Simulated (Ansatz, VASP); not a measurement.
# One calculation of B2SbI3, two programs

Contents of INCAR:

```
PREC = Accurate ; ENCUT = 600
EDIFF = 1E-6 ; ISMEAR = 0
SIGMA = 0.1 ; LREAL = F
LASPH = T ; NELM = 80
ALGO = Normal ; ISIF = 3
LWAVE = F ; LCHARG = F
GGA = PE ; IBRION = 2
NSW = 100 ; EDIFFG = -0.01
```

Contents of KPOINTS:

```
regular mesh
0
Gamma
  10 10 4
```

The input POSCAR:

```
B2SbI3
1.0
    4.2803769070      0.0000000000      0.0000000000
    0.0000000000      4.2803769070      0.0000000000
    0.0000000000      0.0000000000     10.3546204354
B Sb I
2 1 3
Direct
    0.0000000000      0.5000000000      0.5973802603
    0.5000000000      0.0000000000      0.4026197397
    0.0000000000      0.0000000000      0.0000000000
    0.0000000000      0.5000000000      0.3715984274
    0.5000000000      0.0000000000      0.6284015726
    0.5000000000      0.5000000000      0.0000000000
```

Input for Ansatz:

```yaml
crystal:
  lattice:
    - [4.280376907, 0.0, 0.0]
    - [0.0, 4.280376907, 0.0]
    - [0.0, 0.0, 10.3546204354]
  atoms:
    - { symbol: B, position: [0.0, 0.5, 0.5973802603] }
    - { symbol: B, position: [0.5, 0.0, 0.4026197397] }
    - { symbol: Sb, position: [0.0, 0.0, 0.0] }
    - { symbol: I, position: [0.0, 0.5, 0.3715984274] }
    - { symbol: I, position: [0.5, 0.0, 0.6284015726] }
    - { symbol: I, position: [0.5, 0.5, 0.0] }
basis:
  ecutwfc: 420
kpoints:
  mp_grid: { grid: [10, 10, 4] }
hamiltonian:
  xc: pbe
scf:
  occupations: { method: gaussian, width: 0.1 }
output:
  forces: true
  stress: true
  eigenvalues: true
relax:
  adjacent_minimum: "off"
  f_tol: 0.01
  max_steps: 80
  cell: { stress_tol: 0.05 }
```

Change from the starting cell: species swapped into the Ti2CuSb3 type (P-4m2, No. 115).

Alike in both runs: task relaxation of cell and atoms; functional PBE; k mesh 10 × 10 × 4; occupations gaussian, width 0.1 eV; no spin polarisation.

|  | VASP | Ansatz |
| --- | --- | --- |
| version | VASP 6.6.1 | Ansatz 0.2.0 |
| potentials or method | VASP PAW PBE potentials, release 64 (B, Sb, I), cutoff 600 eV | scalar-relativistic, plane waves, PAW |
| valence electrons in the cell | 32 | 72 |

|  | VASP | Ansatz | Ansatz less VASP |
| --- | --- | --- | --- |
| gap on the k mesh at the Fermi level, each at its own relaxed structure (eV) | none | none | - |
| relaxed volume (Å³/atom) | 31.64 | 31.80 | +0.152 |
| relaxed length of the cell vector where the two differ most in proportion (Å) | 10.364 | 10.402 | +0.0378 |

A gap of «none» marks a metal or a gap that the smearing closes. VASP's potentials hold 32 valence electrons a cell and Ansatz's 72, so a difference there can come from the potentials and not from the codes.

Neither program's run includes spin-orbit coupling.
